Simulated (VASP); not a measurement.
# C in VASP: notebook, part 2 of 2

VASP 6.6.1. The steps go on from the part before.

## 3. Single point, PBE+D3(BJ)

This run uses another cell than the first one, of 9.04 Å³/atom.

The input, INCAR:

```
SYSTEM = C
ALGO = Normal ; EDIFF = 1E-7
ENCUT = 520 ; GGA = PE
ISIF = 2 ; ISMEAR = 0
IVDW = 12 ; LASPH = .TRUE.
LCHARG = .TRUE. ; LELF = .TRUE.
LREAL = .FALSE. ; LVHAR = .TRUE.
LWAVE = .FALSE. ; NBANDS = 36
NELM = 100 ; PREC = Accurate
SIGMA = 0.1
```

The input, KPOINTS:

```
k-points
0
G
  18 18 2
  0 0 0
```

The input, POSCAR:

```
C
1.0
    2.4648915315      0.0000000000      0.0000000000
   -1.2324457658      2.1346586838      0.0000000000
    0.0000000000      0.0000000000     20.6091867119
C
12
Direct
    0.6666666667      0.3333333333      0.9519651774
    0.6666666667      0.3333333333      0.4519854801
    0.6666666667      0.3333333333      0.7793323503
    0.6666666667      0.3333333333      0.2793527633
    0.0000000000      0.0000000000      0.6156820455
    0.3333333333      0.6666666667      0.2793323503
    0.0000000000      0.0000000000      0.1156820455
    0.6666666667      0.3333333333      0.6156821734
    0.3333333333      0.6666666667      0.7793527633
    0.3333333333      0.6666666667      0.1156821734
    0.3333333333      0.6666666667      0.4519651774
    0.3333333333      0.6666666667      0.9519854801
```

Potentials or basis: VASP PAW PBE potentials, release 64 (C).

The run is started by

```console
$ cat potpaw_PBE.64/C/POTCAR > POTCAR
$ mpirun -np 1 vasp_std > vasp.out
```

OUTCAR:

```text
SYSTEM = C
   EDIFF = 1E-7
   ENCUT = 520
   GGA = PE
   ISIF = 2
   ISMEAR = 0
   IVDW = 12
   LASPH = .TRUE.
   LREAL = .FALSE.
   NELM = 100
   PREC = Accurate
 IVDW          = 12

 ion  position               nearest neighbor table
   1  0.667  0.333  0.952-  12 1.42  12 1.42  12 1.42
   2  0.667  0.333  0.452-  11 1.42  11 1.42  11 1.42
   3  0.667  0.333  0.779-   9 1.42   9 1.42   9 1.42
   4  0.667  0.333  0.279-   6 1.42   6 1.42   6 1.42
   5  0.000  0.000  0.616-   8 1.42   8 1.42   8 1.42
   6  0.333  0.667  0.279-   4 1.42   4 1.42   4 1.42
   7  0.000  0.000  0.116-  10 1.42  10 1.42  10 1.42
   8  0.667  0.333  0.616-   5 1.42   5 1.42   5 1.42
   9  0.333  0.667  0.779-   3 1.42   3 1.42   3 1.42
  10  0.333  0.667  0.116-   7 1.42   7 1.42   7 1.42
  11  0.333  0.667  0.452-   2 1.42   2 1.42   2 1.42
  12  0.333  0.667  0.952-   1 1.42   1 1.42   1 1.42

  LATTYP: Found a hexagonal cell.
 ALAT       =     2.4648915315
 C/A-ratio  =     8.3610927493

  Lattice vectors:

 A1 = (   2.4648915315,   0.0000000000,   0.0000000000)
 A2 = (  -1.2324457658,   2.1346586838,   0.0000000000)
 A3 = (   0.0000000000,   0.0000000000,  20.6091867119)

Analysis of symmetry for initial positions (statically):
=====================================================================
 Subroutine PRICEL returns:
 Original cell was already a primitive cell.

 Routine SETGRP: Setting up the symmetry group for a
 hexagonal supercell.

 Subroutine GETGRP returns: Found 12 space group operations
 (whereof  6 operations were pure point group operations)
 out of a pool of 24 trial point group operations.

The static configuration has the point symmetry C_3v.
 The point group associated with its full space group is C_6v.

Analysis of symmetry for dynamics (positions and initial velocities):
[... 161 lines left out ...]
   LEPSILON=     F    determine dielectric tensor
   LRPA    =     F    only Hartree local field effects (RPA)
 non-spin polarized calculation
 Gauss-broadening in eV      SIGMA  =   0.10
  energy-cutoff  :      520.00
  volume of cell :      108.44
 maximum number of plane-waves:      2962
   NGX =  9   NGY =  9   NGZ = 77

 number of electron      47.9999985 magnetization

 Free energy of the ion-electron system (eV)
  ---------------------------------------------------
  ext. energy  EPLUGINS =         0.00000000
  ---------------------------------------------------
  free energy    TOTEN  =      -110.55080219 eV

  energy without entropy =     -110.54940578  energy(sigma->0) =     -110.55010398

 E-fermi :   4.4745     XC(G=0): -10.1549

 val. band max:        4.4739483268   @ k =   0.3333   0.3333   0.0000
 cond. band min:       4.4814420378   @ k =   0.3333   0.3333   0.5000
 fundamental gap:      0.0074937110
 Fermi energy:         4.4744715609

 k-point     1 :       0.0000    0.0000    0.0000
  band No.  band energies     occupation
      1     -15.1561      2.00000
      2     -15.1107      2.00000
      3     -15.0789      2.00000
      4     -14.9848      2.00000
      5     -14.9492      2.00000
      6     -14.9001      2.00000
[... 925 lines left out ...]
     35      13.2594      0.00000
     36      13.3424      0.00000

 [... further k-points ...]

------------------------ aborting loop because EDIFF is reached ----------------------------------------

 Edisp (eV)   -1.82496

 E8    (eV) :    -0.5156

  FORCE on cell =-STRESS in cart. coord.  units (eV):
  Direction    XX          YY          ZZ          XY          YZ          ZX
  --------------------------------------------------------------------------------------
  -------------------------------------------------------------------------------------
  Total       0.46971     0.46971    -0.06569    -0.00000     0.00000     0.00000
  in kB       6.93995     6.93995    -0.97062    -0.00000     0.00000     0.00000
  external pressure =        4.30 kB  Pullay stress =        0.00 kB

 VOLUME and BASIS-vectors are now :
 -----------------------------------------------------------------------------
  energy-cutoff  :      520.00
  volume of cell :      108.44
      direct lattice vectors                 reciprocal lattice vectors
     2.464891532  0.000000000  0.000000000     0.405697365  0.234229483  0.000000000
    -1.232445766  2.134658684  0.000000000     0.000000000  0.468458966  0.000000000
     0.000000000  0.000000000 20.609186712     0.000000000  0.000000000  0.048522051

 POSITION                                       TOTAL-FORCE (eV/Angst)
 -----------------------------------------------------------------------------------
      1.23245      0.71155     19.61923        -0.000000     -0.000000      0.000105
      1.23245      0.71155      9.31505        -0.000000     -0.000000     -0.000021
      1.23245      0.71155     16.06141        -0.000000      0.000000      0.000180
      1.23245      0.71155      5.75723        -0.000000     -0.000000      0.000043
      0.00000      0.00000     12.68871        -0.000000     -0.000000     -0.000135
     -0.00000      1.42311      5.75681         0.000000     -0.000000      0.000180
      0.00000      0.00000      2.38411         0.000000      0.000000     -0.000135
      1.23245      0.71155     12.68871         0.000000     -0.000000     -0.000171
     -0.00000      1.42311     16.06183         0.000000      0.000000      0.000043
     -0.00000      1.42311      2.38412        -0.000000      0.000000     -0.000171
     -0.00000      1.42311      9.31463         0.000000      0.000000      0.000105
     -0.00000      1.42311     19.61965         0.000000      0.000000     -0.000021
 -----------------------------------------------------------------------------------
    total drift:                                0.000000      0.000000      0.000017

  FREE ENERGIE OF THE ION-ELECTRON SYSTEM (eV)
  ---------------------------------------------------
  free  energy   TOTEN  =      -112.3757579691 eV

  energy  without entropy=     -112.3743615574  energy(sigma->0) =     -112.37505976
```

stdout:

```text
POSCAR found type information on POSCAR C
 POSCAR found :  1 types and      12 ions
 scaLAPACK will be used
 LDA part: xc-table for (Slater+PW92), standard interpolation
 POSCAR, INCAR and KPOINTS ok, starting setup
 FFT: planning ... GRIDC
 FFT: planning ... GRID_SOFT
 FFT: planning ... GRID
 WAVECAR not read
 entering main loop
```

It took 3.5 min on 1 thread of AMD EPYC 9R14 (Zen 4), shared host; peak memory 0.3 GiB.

What came out:

| Item | Value |
| --- | --- |
| Free energy | -112.3758 eV |
| Pressure | 0.4 GPa |
| Band gap on the k mesh | zero (filled and empty bands touch) |
| Dispersion energy per atom | -0.152 eV |

Levels at points of the mesh, in eV from the Fermi level:
```csv
k point,band 21,band 22,band 23,band 24,band 25,band 26,band 27,band 28
"(0.00, 0.00, 0.00)",-3.00,-3.00,-3.00,-3.00,4.10,5.15,5.44,7.85
"(0.50, 0.00, 0.00)",-2.54,-2.24,-2.10,-1.98,1.32,1.35,1.61,1.88
"(0.00, 0.00, 0.50)",-3.00,-3.00,-3.00,-3.00,4.41,4.41,6.57,6.57
"(0.50, 0.00, 0.50)",-2.37,-2.37,-2.02,-2.02,1.33,1.33,1.72,1.72
```

## 4. Single point, PBE+D3(BJ)

This run uses another cell than the first one, of 9.04 Å³/atom.

The input, INCAR:

```
PREC = Accurate
ENCUT = 520
EDIFF = 1E-7
ISMEAR = 0
SIGMA = 0.1
LREAL = F
LASPH = T
NELM = 100
ALGO = Normal
ISIF = 2
LWAVE = F
LCHARG = F
GGA = PE
IVDW = 12
NBANDS = 36
```

The input, KPOINTS:

```
Automatic mesh
0
Gamma
  18 18 2
```

POSCAR is that of step 3.

The run is started by

```console
$ cat potpaw_PBE.64/C/POTCAR > POTCAR
$ mpirun -np 1 vasp_std > vasp.out
```

Run time: 3.5 min. Hardware: 1 thread of AMD EPYC 9R14 (Zen 4), shared host; peak memory 0.3 GiB.

Results (log left out):

| Property | Result |
| --- | --- |
| Free energy | -112.3758 eV |
| Pressure | 0.4 GPa |
| Band gap on the k mesh | zero (filled and empty bands touch) |
| Dispersion energy per atom | -0.152 eV |

Stress tensor (GPa, compression positive):
```
 0.69  0.00  0.00
 0.00  0.69  0.00
 0.00  0.00 -0.10
```

Levels at points of the mesh, in eV from the Fermi level:
```tsv
k point	band 21	band 22	band 23	band 24	band 25	band 26	band 27	band 28
(0.00, 0.00, 0.00)	-3.00	-3.00	-3.00	-3.00	4.10	5.15	5.44	7.85
(0.50, 0.00, 0.00)	-2.54	-2.24	-2.10	-1.98	1.32	1.35	1.61	1.88
(0.00, 0.00, 0.50)	-3.00	-3.00	-3.00	-3.00	4.41	4.41	6.57	6.57
(0.50, 0.00, 0.50)	-2.37	-2.37	-2.02	-2.02	1.33	1.33	1.72	1.72
```

## 5. Single point, PBE+D3(BJ), collinear spin

The input, INCAR:

```
SYSTEM = C
  ALGO = Normal
  EDIFF = 1E-7
  ENCUT = 520
  GGA = PE
  ISIF = 2
  ISMEAR = 0
  ISPIN = 2
  IVDW = 12
  LASPH = .TRUE.
  LCHARG = .FALSE.
  LORBIT = 11
  LREAL = .FALSE.
  LWAVE = .FALSE.
  MAGMOM = 1 1 1 1 1 1 1 1 1 1 1 1
  NBANDS = 40
  NELM = 150
  PREC = Accurate
  SIGMA = 0.1
```

The input, KPOINTS:

```
k-points
0
G
  12 12 1
  0 0 0
```

The input, POSCAR:

```
C
1.0
    2.4562499605      0.0000000000      0.0000000000
   -1.2281249803      2.1271748638      0.0000000000
    0.0000000000      0.0000000000     29.4918787000
C
12
Direct
    0.6666666700      0.3333333300      0.9983718000
    0.6666666700      0.3333333300      0.4983719100
    0.6666666700      0.3333333300      0.7327879500
    0.6666666700      0.3333333300      0.2327903300
    0.0000000000      0.0000000000      0.6158379900
    0.3333333300      0.6666666700      0.2327879500
    0.0000000000      0.0000000000      0.1158379900
    0.6666666700      0.3333333300      0.6158400100
    0.3333333300      0.6666666700      0.7327903300
    0.3333333300      0.6666666700      0.1158400100
    0.3333333300      0.6666666700      0.4983718000
    0.3333333300      0.6666666700      0.9983719100
```

Potentials or basis: VASP PAW PBE potentials, release 64 (C).

The run is started by

```console
$ cat potpaw_PBE.64/C/POTCAR > POTCAR
$ mpirun -np 1 vasp_std > vasp.out
```

OUTCAR:

```text
SYSTEM = C
   EDIFF = 1E-7
   ENCUT = 520
   GGA = PE
   ISIF = 2
   ISMEAR = 0
   ISPIN = 2
   IVDW = 12
   LASPH = .TRUE.
   LORBIT = 11
   LREAL = .FALSE.
   NELM = 150
   PREC = Accurate
 IVDW          = 12

 ion  position               nearest neighbor table
   1  0.667  0.333  0.998-  12 1.42  12 1.42  12 1.42
   2  0.667  0.333  0.498-  11 1.42  11 1.42  11 1.42
   3  0.667  0.333  0.733-   9 1.42   9 1.42   9 1.42
   4  0.667  0.333  0.233-   6 1.42   6 1.42   6 1.42
   5  0.000  0.000  0.616-   8 1.42   8 1.42   8 1.42
   6  0.333  0.667  0.233-   4 1.42   4 1.42   4 1.42
   7  0.000  0.000  0.116-  10 1.42  10 1.42  10 1.42
   8  0.667  0.333  0.616-   5 1.42   5 1.42   5 1.42
   9  0.333  0.667  0.733-   3 1.42   3 1.42   3 1.42
  10  0.333  0.667  0.116-   7 1.42   7 1.42   7 1.42
  11  0.333  0.667  0.498-   2 1.42   2 1.42   2 1.42
  12  0.333  0.667  0.998-   1 1.42   1 1.42   1 1.42

  LATTYP: Found a hexagonal cell.
 ALAT       =     2.4562499605
 C/A-ratio  =    12.0068719285

  Lattice vectors:

 A1 = (   2.4562499605,   0.0000000000,   0.0000000000)
 A2 = (  -1.2281249803,   2.1271748638,   0.0000000000)
 A3 = (   0.0000000000,   0.0000000000,  29.4918787000)

Analysis of symmetry for initial positions (statically):
=====================================================================
 Subroutine PRICEL returns:
 Original cell was already a primitive cell.

 Routine SETGRP: Setting up the symmetry group for a
 hexagonal supercell.

 Subroutine GETGRP returns: Found 12 space group operations
[... 953 lines left out ...]
      1     -17.7815      1.00000
      2     -17.7815      1.00000
      3     -17.7026      1.00000
      4     -17.7025      1.00000
      5     -17.6143      1.00000
      6     -17.6143      1.00000
[... 730 lines left out ...]
     35      12.6981      0.00000
     36      12.7437      0.00000
 [bands above 36 left out]

------------------------ aborting loop because EDIFF is reached ----------------------------------------

 Edisp (eV)   -1.55520

 E8    (eV) :    -0.4514

  FORCE on cell =-STRESS in cart. coord.  units (eV):
  Direction    XX          YY          ZZ          XY          YZ          ZX
  --------------------------------------------------------------------------------------
  -------------------------------------------------------------------------------------
  Total       3.70598     3.70598    -0.42131    -0.00000     0.00000     0.00000
  in kB      38.53323    38.53323    -4.38059    -0.00000     0.00000     0.00000
  external pressure =       24.23 kB  Pullay stress =        0.00 kB

 VOLUME and BASIS-vectors are now :
 -----------------------------------------------------------------------------
  energy-cutoff  :      520.00
  volume of cell :      154.09
      direct lattice vectors                 reciprocal lattice vectors
     2.456249961  0.000000000  0.000000000     0.407124688  0.235053549  0.000000000
    -1.228124980  2.127174864  0.000000000     0.000000000  0.470107097  0.000000000
     0.000000000  0.000000000 29.491878700     0.000000000  0.000000000  0.033907640

 POSITION                                       TOTAL-FORCE (eV/Angst)
 -----------------------------------------------------------------------------------
      1.22812      0.70906     29.44386         0.000000      0.000000      0.002326
      1.22812      0.70906     14.69792        -0.000000     -0.000000      0.017411
      1.22812      0.70906     21.61129        -0.000000      0.000000     -0.014960
      1.22812      0.70906      6.86542         0.000000     -0.000000     -0.001223
      0.00000      0.00000     18.16222        -0.000000      0.000000     -0.001231
     -0.00000      1.41812      6.86535         0.000000     -0.000000     -0.014960
      0.00000      0.00000      3.41628         0.000000     -0.000000     -0.001231
      1.22812      0.70906     18.16228        -0.000000      0.000000     -0.002322
     -0.00000      1.41812     21.61136        -0.000000     -0.000000     -0.001223
     -0.00000      1.41812      3.41634         0.000000     -0.000000     -0.002322
     -0.00000      1.41812     14.69792        -0.000000     -0.000000      0.002326
     -0.00000      1.41812     29.44386        -0.000000     -0.000000      0.017411
 -----------------------------------------------------------------------------------
    total drift:                               -0.000000     -0.000000      0.000433

  FREE ENERGIE OF THE ION-ELECTRON SYSTEM (eV)
  ---------------------------------------------------
  free  energy   TOTEN  =      -112.1489158931 eV

  energy  without entropy=     -112.1426622275  energy(sigma->0) =     -112.14578906

 total charge

# of ion       s       p       d       tot
------------------------------------------
    1        0.866   1.799   0.000   2.665
    2        0.866   1.798   0.000   2.664
    3        0.866   1.798   0.000   2.664
    4        0.866   1.799   0.000   2.665
    5        0.866   1.800   0.000   2.665
    6        0.866   1.798   0.000   2.664
    7        0.866   1.800   0.000   2.665
    8        0.866   1.797   0.000   2.663
    9        0.866   1.799   0.000   2.665
   10        0.866   1.797   0.000   2.663
   11        0.866   1.799   0.000   2.665
   12        0.866   1.798   0.000   2.664
--------------------------------------------------
tot         10.390  21.581   0.000  31.971

 magnetization (x)

# of ion       s       p       d       tot
------------------------------------------
    1        0.000   0.000   0.000   0.000
    2       -0.000  -0.000   0.000  -0.000
    3       -0.000  -0.000   0.000  -0.000
    4        0.000   0.000   0.000   0.000
    5        0.000   0.000   0.000   0.000
    6       -0.000  -0.000   0.000  -0.000
    7        0.000   0.000   0.000   0.000
    8       -0.000  -0.000   0.000  -0.000
    9        0.000   0.000   0.000   0.000
   10       -0.000  -0.000   0.000  -0.000
   11        0.000   0.000   0.000   0.000
   12       -0.000  -0.000   0.000  -0.000
--------------------------------------------------
tot          0.000   0.000   0.000   0.000
```

OSZICAR:

```text
N       E                     dE             d eps       ncg     rms          rms(c)
DAV:   1     0.227087750396E+03    0.22709E+03   -0.23113E+04  3040   0.107E+03
DAV:   2    -0.923260362948E+02   -0.31941E+03   -0.29978E+03  4056   0.248E+02
DAV:   3    -0.112888208243E+03   -0.20562E+02   -0.20339E+02  3856   0.602E+01
DAV:   4    -0.113287847870E+03   -0.39964E+00   -0.39878E+00  4088   0.976E+00
[... 19 lines left out ...]
DAV:  24    -0.110593711473E+03   -0.52658E-04   -0.10156E-05  3760   0.886E-03    0.193E-03
DAV:  25    -0.110593712889E+03   -0.14165E-05   -0.98521E-07  3272   0.525E-03    0.753E-04
DAV:  26    -0.110593712776E+03    0.11330E-06   -0.15599E-07  3216   0.238E-03    0.305E-04
DAV:  27    -0.110593712881E+03   -0.10502E-06   -0.11192E-08  2832   0.592E-04    0.173E-04
DAV:  28    -0.110593712969E+03   -0.88433E-07   -0.88383E-09  2752   0.407E-04
   1 F= -.11214892E+03 E0= -.11214579E+03  d E =-.625367E-02  mag=     0.0000
```

stdout:

```text
POSCAR found type information on POSCAR C
 POSCAR found :  1 types and      12 ions
 scaLAPACK will be used
 LDA part: xc-table for (Slater+PW92), standard interpolation
 POSCAR, INCAR and KPOINTS ok, starting setup
 FFT: planning ... GRIDC
 FFT: planning ... GRID_SOFT
 FFT: planning ... GRID
 WAVECAR not read
 entering main loop
```

Run time: 4.9 min. Hardware: 1 thread of AMD EPYC 9R14 (Zen 4), shared host; peak memory 0.36 GiB.

Results:

* Free energy: -112.1489 eV
* Pressure: 2.4 GPa
* Largest force: 0.017 eV/Å
* Net moment: 0.00 μB per cell
* Valence electrons inside the program's atomic spheres: C 2.67, 2.66 (each value once)
* Dispersion energy per atom: -0.130 eV

Forces on the atoms (eV/Å):
```
C    0.000  0.000  0.002
C    0.000  0.000  0.017
C    0.000  0.000 -0.015
C    0.000  0.000 -0.001
C    0.000  0.000 -0.001
C    0.000  0.000 -0.015
C    0.000  0.000 -0.001
C    0.000  0.000 -0.002
C    0.000  0.000 -0.001
C    0.000  0.000 -0.002
C    0.000  0.000  0.002
C    0.000  0.000  0.017
```

Levels at points of the mesh, in eV from the Fermi level:
Spin up:
```
           k point  band 20  band 21  band 22  band 23  band 24  band 25  band 26  band 27  band 28  band 29
(0.00, 0.00, 0.00)    -3.02    -3.01    -3.01    -3.01    -3.01     3.12     3.26     3.97     4.52     5.16
(0.50, 0.00, 0.00)    -2.61    -2.38    -2.38    -2.19    -2.19     1.52     1.52     1.68     1.68     1.96
```
Spin down:
```csv
k point,band 20,band 21,band 22,band 23,band 24,band 25,band 26,band 27,band 28,band 29
"(0.00, 0.00, 0.00)",-3.02,-3.01,-3.01,-3.01,-3.01,3.12,3.26,3.97,4.52,5.16
"(0.50, 0.00, 0.00)",-2.61,-2.38,-2.38,-2.19,-2.19,1.52,1.52,1.68,1.68,1.96
```
